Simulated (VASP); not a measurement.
# BaTiO3 (P1) in VASP: notebook

BaTiO3 is run at these levels: PBEsol+D3(BJ), PBE; tasks: relaxation of cell and atoms, single point.

All numbers are computed with VASP 6.6.1; they aren't measurements. Logs are shortened: lines on timing, memory, paths and dates and some standing lists are left out, and cuts for length are marked.

**1. The cell of the first run**

The typed cell holds 5 atoms: a = 4.000 Å, b = 4.000 Å, c = 4.018 Å, α = 90.00°, β = 90.00°, γ = 90.00°.

**2. Relaxation of cell and atoms, PBEsol+D3(BJ)**

INCAR

```
SYSTEM = BaTiO3
PREC = Accurate
ENCUT = 600
EDIFF = 1E-7
ISMEAR = -1
SIGMA = 0.05
LREAL = .False.
LASPH = .True.
NELM = 80
ALGO = Normal
ISIF = 3
LWAVE = .False.
LCHARG = .False.
GGA = PS
IVDW = 12
IBRION = 2
NSW = 60
EDIFFG = -0.01
```

KPOINTS

```
Automatic mesh
0
Gamma
  7 7 7
  0 0 0
```

POSCAR

```
BaTiO3
1.0
    3.9998000000      0.0000000000      0.0000000000
    0.0000000000      3.9998000000      0.0000000000
    0.0000000000      0.0000000000      4.0180000000
Ba Ti O
1 1 3
Direct
    0.9955672000      0.9906407400      0.0035034300
    0.5025366900      0.4919233700      0.4687657700
    0.4792189400      0.5143238900      0.0064065200
    0.5027309200      0.0032990000      0.5093824900
    0.0199462600      0.4998130000      0.5399418000
```

Potentials or basis: VASP PAW PBE potentials, release 64 (Ba_sv, Ti_sv, O).

Launch:

```
$ cat potpaw_PBE.64/Ba_sv/POTCAR potpaw_PBE.64/Ti_sv/POTCAR potpaw_PBE.64/O/POTCAR > POTCAR
$ mpirun -np 1 vasp_std > vasp.out
```

OUTCAR:

```text
SYSTEM = BaTiO3
   PREC = Accurate
   ENCUT = 600
   EDIFF = 1E-7
   ISMEAR = -1
   LREAL = .False.
   LASPH = .True.
   NELM = 80
   ISIF = 3
   GGA = PS
   IVDW = 12
   IBRION = 2
   NSW = 60
   EDIFFG = -0.01
 IVDW          = 12

 ion  position               nearest neighbor table
   1  0.996  0.991  0.004-   5 2.71   3 2.72   5 2.76   4 2.80   3 2.81   4 2.83   4 2.84   3 2.85
                             4 2.87   5 2.92   3 2.94   5 2.97   2 3.37   2 3.38   2 3.40   2 3.41
   2  0.503  0.492  0.469-   3 1.86   5 1.95   4 1.96   4 2.05   5 2.09   3 2.16   1 3.37   1 3.38
                             1 3.40   1 3.41   1 3.53   1 3.54   1 3.56   1 3.57
   3  0.479  0.514  0.006-   2 1.86   2 2.16   1 2.72   1 2.81   1 2.85   1 2.94
   4  0.503  0.003  0.509-   2 1.96   2 2.05   1 2.80   1 2.83   1 2.84   1 2.87
   5  0.020  0.500  0.540-   2 1.95   2 2.09   1 2.71   1 2.76   1 2.92   1 2.97

  LATTYP: Found a simple tetragonal cell.
 ALAT       =     3.9998000000
 C/A-ratio  =     1.0045502275

  Lattice vectors:

 A1 = (   3.9998000000,   0.0000000000,   0.0000000000)
 A2 = (   0.0000000000,   3.9998000000,   0.0000000000)
 A3 = (   0.0000000000,   0.0000000000,   4.0180000000)

Analysis of symmetry for initial positions (statically):
=====================================================================
 Subroutine PRICEL returns:
 Original cell was already a primitive cell.

 Routine SETGRP: Setting up the symmetry group for a
 simple tetragonal supercell.

 Subroutine GETGRP returns: Found  1 space group operations
 (whereof  1 operations were pure point group operations)
 out of a pool of 16 trial point group operations.

The static configuration has the point symmetry C_1 .

Analysis of symmetry for dynamics (positions and initial velocities):
=====================================================================
 Subroutine PRICEL returns:
 Original cell was already a primitive cell.

 Routine SETGRP: Setting up the symmetry group for a
 simple tetragonal supercell.

 Subroutine GETGRP returns: Found  1 space group operations
 (whereof  1 operations were pure point group operations)
 out of a pool of 16 trial point group operations.

The dynamic configuration has the point symmetry C_1 .

 Subroutine INISYM returns: Found  1 space group operations
 (whereof  1 operations are pure point group operations),
 and found     1 'primitive' translations

----------------------------------------------------------------------------------------

                                     Primitive cell

  volume of cell :      64.2816

  direct lattice vectors                    reciprocal lattice vectors
     3.999800000  0.000000000  0.000000000     0.250012501  0.000000000  0.000000000
     0.000000000  3.999800000  0.000000000     0.000000000  0.250012501  0.000000000
     0.000000000  0.000000000  4.018000000     0.000000000  0.000000000  0.248880040

  length of vectors
     3.999800000  3.999800000  4.018000000     0.250012501  0.250012501  0.248880040

  position of ions in fractional coordinates (direct lattice)
     0.995567200  0.990640740  0.003503430
     0.502536690  0.491923370  0.468765770
     0.479218940  0.514323890  0.006406520
     0.502730920  0.003299000  0.509382490
     0.019946260  0.499813000  0.539941800

  ion indices of the primitive-cell ions
   primitive index   ion index
                 1           1
                 2           2
                 3           3
                 4           4
                 5           5

----------------------------------------------------------------------------------------

 KPOINTS: Automatic mesh

Automatic generation of k-mesh.
 Grid dimensions read from file:
 generate k-points for:    7    7    7

 Generating k-lattice:

  Cartesian coordinates                     Fractional coordinates (reciprocal lattice)
     0.035716072  0.000000000  0.000000000     0.142857143  0.000000000  0.000000000
     0.000000000  0.035716072  0.000000000     0.000000000  0.142857143  0.000000000
     0.000000000  0.000000000  0.035554291     0.000000000  0.000000000  0.142857143

  Length of vectors
     0.035716072  0.035716072  0.035554291

  Shift w.r.t. Gamma in fractional coordinates (k-lattice)
     0.000000000  0.000000000  0.000000000

 Subroutine IBZKPT returns following result:
 ===========================================

 Found    172 irreducible k-points:

 Following reciprocal coordinates:
            Coordinates               Weight
  0.000000  0.000000  0.000000      1.000000
  0.142857  0.000000  0.000000      2.000000
  0.000000  0.142857  0.000000      2.000000
  0.285714  0.000000  0.000000      2.000000
  0.000000  0.285714  0.000000      2.000000
  0.428571  0.000000  0.000000      2.000000
[... 16 lines left out ...]
  0.285714  0.428571  0.000000      2.000000
  0.428571  0.428571  0.000000      2.000000
 [... further k-points ...]
   k-points           NKPTS =    172   k-points in BZ     NKDIM =    172   number of bands    NBANDS=     24
   number of dos      NEDOS =    301   number of ions     NIONS =      5
   total plane-waves  NPLWV =  32768
   dimension x,y,z NGX =    32 NGY =   32 NGZ =   32
   dimension x,y,z NGXF=    64 NGYF=   64 NGZF=   64
   ions per type =               1   1   3
   NGX,Y,Z   is equivalent  to a cutoff of  13.30, 13.30, 13.24 a.u.
   NGXF,Y,Z  is equivalent  to a cutoff of  26.60, 26.60, 26.48 a.u.
 SYSTEM =  BaTiO3
   PREC   = accura    normal or accurate (medium, high low for compatibility)
   ISTART =      0    job   : 0-new  1-cont  2-samecut
   ICHARG =      2    charge: 1-file 2-atom 10-const
   ISPIN  =      1    spin polarized calculation?
   LNONCOLLINEAR =      F non collinear calculations
   LSORBIT =      F    spin-orbit coupling
   LASPH  =      T    aspherical Exc in radial PAW
   ENCUT  =  600.0 eV  44.10 Ry    6.64 a.u.   7.99  7.99  8.02*2*pi/ulx,y,z
   NELM   =     80;   NELMIN=  2; NELMDL= -5     # of ELM steps
   EDIFF  = 0.1E-06   stopping-criterion for ELM
   LREAL  =      F    real-space projection
   EDIFFG = -.1E-01   stopping-criterion for IOM
   NSW    =     60    number of steps for IOM
   IBRION =      2    ionic relax: 0-MD 1-quasi-New 2-CG
   NFREE  =      1    steps in history (QN), initial steepest desc. (CG)
   ISIF   =      3    stress and relaxation
   ISYM   =      2    0-nonsym 1-usesym 2-fastsym
   POTIM  = 0.5000    time-step for ionic-motion
   TEBEG  =    0.0;   TEEND  =   0.0 temperature during run
   PSTRESS=    0.0 pullay stress
   NELECT =      40.0000    total number of electrons
   NUPDOWN=      -1.0000    fix difference up-down
   EMIN   =  10.00;   EMAX   =-10.00  energy-range for DOS
   EFERMI =   0.00;   METHOD = LEGACY
   ISMEAR =    -1;   SIGMA  =   0.05  broadening in eV -4-tet -1-fermi 0-gaus
   EFERMI_NEDOS =   21; number of points for ismear=-14 and -15
   IALGO  =     38    algorithm
   IMIX   =      4    mixing-type and parameters
     AMIX     =   0.40;   BMIX     =  1.00
     AMIX_MAG =   1.60;   BMIX_MAG =  1.00
  volume/ion in A,a.u.               =      12.86        86.76
  Fermi-wavevector in a.u.,A,eV,Ry     =   1.397653  2.641181 26.578078  1.953434
  Thomas-Fermi vector in A             =   2.520888
   LORBIT       =      0    0 simple, 1 ext, 2 COOP (PROOUT), +10 PAW based schemes
   GGA     = PS    functional components
   LHFCALC =     F    Hartree Fock is set to
   AEXX    =    0.0000 exact exchange contribution
   IVDW    =    12    specifies the selected vdW correction
   LEPSILON=     F    determine dielectric tensor
   LRPA    =     F    only Hartree local field effects (RPA)
 conjugate gradient relaxation of ions
 non-spin polarized calculation
  energy-cutoff  :      600.00
  volume of cell :       64.28
 maximum number of plane-waves:      2174
   NGX = 15   NGY = 15   NGZ = 17

--------------------------------------- Ionic step        1  -------------------------------------------

 number of electron      39.9999997 magnetization

 Free energy of the ion-electron system (eV)
  ---------------------------------------------------
  ext. energy  EPLUGINS =         0.00000000
  ---------------------------------------------------
  free energy    TOTEN  =       -41.82164004 eV

  energy without entropy =      -41.82164004  energy(sigma->0) =      -41.82164004

------------------------ aborting loop because EDIFF is reached ----------------------------------------

 Edisp (eV)   -1.31742

 E8    (eV) :    -0.9121

  FORCE on cell =-STRESS in cart. coord.  units (eV):
  Direction    XX          YY          ZZ          XY          YZ          ZX
  --------------------------------------------------------------------------------------
  -------------------------------------------------------------------------------------
  Total      -2.28957    -1.97924    -1.60094    -0.04587     0.25081     0.02682
  in kB     -57.06612   -49.33123   -39.90248    -1.14336     6.25127     0.66845
  external pressure =      -48.77 kB  Pullay stress =        0.00 kB
[... 106 lines left out ...]
  FREE ENERGIE OF THE ION-ELECTRON SYSTEM (eV)
  ---------------------------------------------------
  free  energy   TOTEN  =       -43.2765842415 eV

  energy  without entropy=      -43.2765842414  energy(sigma->0) =      -43.27658424

[... ionic steps 4 to 24 ...]

--------------------------------------- Ionic step       25  -------------------------------------------

 number of electron      40.0000006 magnetization

------------------------ aborting loop because EDIFF is reached ----------------------------------------

 Edisp (eV)   -1.35735

 E8    (eV) :    -0.9400
[... 75 lines left out ...]
  energy  without entropy=      -43.3532538487  energy(sigma->0) =      -43.35325385

--------------------------------------- Ionic step       27  -------------------------------------------

 number of electron      40.0000006 magnetization

 Free energy of the ion-electron system (eV)
  ---------------------------------------------------
  ext. energy  EPLUGINS =         0.00000000
  ---------------------------------------------------
  free energy    TOTEN  =       -41.99581082 eV

  energy without entropy =      -41.99581082  energy(sigma->0) =      -41.99581082

 E-fermi :   4.9236     XC(G=0): -11.6481

 val. band max:        3.8018456076   @ k =   0.4286   0.4286   0.4286
 cond. band min:       5.9324582904   @ k =   0.0000   0.0000   0.0000
 fundamental gap:      2.1306126828
 Fermi energy:         4.9236246909

 k-point     1 :       0.0000    0.0000    0.0000
  band No.  band energies     occupation
      1     -52.2222      2.00000
      2     -28.5889      2.00000
      3     -28.5855      2.00000
      4     -28.5793      2.00000
      5     -20.8285      2.00000
      6     -12.9767      2.00000
[... 637 lines left out ...]
     23       7.9712      0.00000
     24       9.0021      0.00000

 [... further k-points ...]

------------------------ aborting loop because EDIFF is reached ----------------------------------------

 Edisp (eV)   -1.35747

 E8    (eV) :    -0.9401

  FORCE on cell =-STRESS in cart. coord.  units (eV):
  Direction    XX          YY          ZZ          XY          YZ          ZX
  --------------------------------------------------------------------------------------
  -------------------------------------------------------------------------------------
  Total       0.00215    -0.02401     0.01446    -0.00285    -0.00243    -0.00124
  in kB       0.05515    -0.61585     0.37080    -0.07314    -0.06245    -0.03172
  external pressure =       -0.06 kB  Pullay stress =        0.00 kB
[... 20 lines left out ...]
  FREE ENERGIE OF THE ION-ELECTRON SYSTEM (eV)
  ---------------------------------------------------
  free  energy   TOTEN  =       -43.3532772400 eV

  energy  without entropy=      -43.3532772399  energy(sigma->0) =      -43.35327724

 reached required accuracy - stopping structural energy minimisation
```

Wall time 26 min (1 thread of Intel Xeon 6975P-C (Granite Rapids), shared host); peak memory 0.49 GiB.

What came out:

| Quantity | Value |
| --- | --- |
| Free energy | -43.3533 eV |
| Relaxed volume | 12.49 Å³/atom |
| Relaxed cell | a = 3.962 Å, b = 3.973 Å, c = 3.968 Å, α = 89.92°, β = 89.94°, γ = 89.93° |
| Space group after relaxing (to 0.05 Å) | R3m (No. 160) |
| Energy gained by relaxing | 42.8 meV/atom |
| Ionic steps | 27 |
| Pressure after relaxing | 0.0 GPa |
| Largest force after relaxing | 0.007 eV/Å |
| Band gap on the k mesh | 2.13 eV, indirect (least direct gap 2.32 eV) |
| Dispersion energy per atom | -0.271 eV |

Forces in eV/Å, atoms in the order of the input:
```
Ba  -0.002 -0.003 -0.002
Ti  -0.005  0.004  0.003
O    0.006 -0.001 -0.003
O   -0.002  0.001 -0.001
O    0.004  0.000  0.003
```

Step by step:
```
step  energy change (eV)  largest force (eV/Å)  pressure (GPa)  volume (Å³)
   1              0.0000                1.3143           -4.88        64.28
   2             -0.1318                0.7204            6.35        60.71
   3             -0.1375                0.7331            4.24        61.29
   4             -0.2019                0.2331           -0.27        62.60
   5             -0.2022                0.2115            0.02        62.51
   6             -0.2074                0.1628           -0.18        62.58
   7             -0.2102                0.1155           -0.44        62.67
   8             -0.2128                0.0579            0.42        62.33
   9             -0.2128                0.0578            0.47        62.31
  10             -0.2129                0.0556           -0.53        62.60
  11             -0.2133                0.0268           -0.06        62.46
  12             -0.2134                0.0213           -0.03        62.45
  13             -0.2135                0.0248            0.02        62.43
  14             -0.2136                0.0240            0.00        62.43
  15             -0.2137                0.0285           -0.02        62.43
  16             -0.2138                0.0252            0.01        62.42
  17             -0.2140                0.0160            0.14        62.39
  18             -0.2138                0.0376            0.47        62.32
  19             -0.2141                0.0154            0.23        62.37
  20             -0.2141                0.0143            0.10        62.41
  21             -0.2142                0.0169           -0.05        62.47
  22             -0.2142                0.0166           -0.04        62.47
  23             -0.2142                0.0161           -0.03        62.46
  24             -0.2142                0.0162           -0.03        62.46
  25             -0.2142                0.0164           -0.03        62.47
  26             -0.2142                0.0132           -0.03        62.47
  27             -0.2142                0.0070           -0.01        62.46
```

Final structure:
```xyz
5
Lattice="3.9617 0.0024 0.0021 0.0024 3.9731 0.0029 0.0022 0.0029 3.9682" Properties=species:S:1:pos:R:3 pbc="T T T"
Ba    3.9507    3.9579    0.0109
Ti    1.9369    1.9303    1.9537
O     1.9964    2.0064    0.0608
O     1.9973    0.0412    2.0248
O     0.0323    2.0073    2.0258
```

Caveat: the PAW data sets were made with another functional, which shifts forces and pressure a little; spin-orbit coupling is left out, which moves the levels of the heavy elements. A k mesh can miss the band edges.

(Part 1 of 2 ends here.)
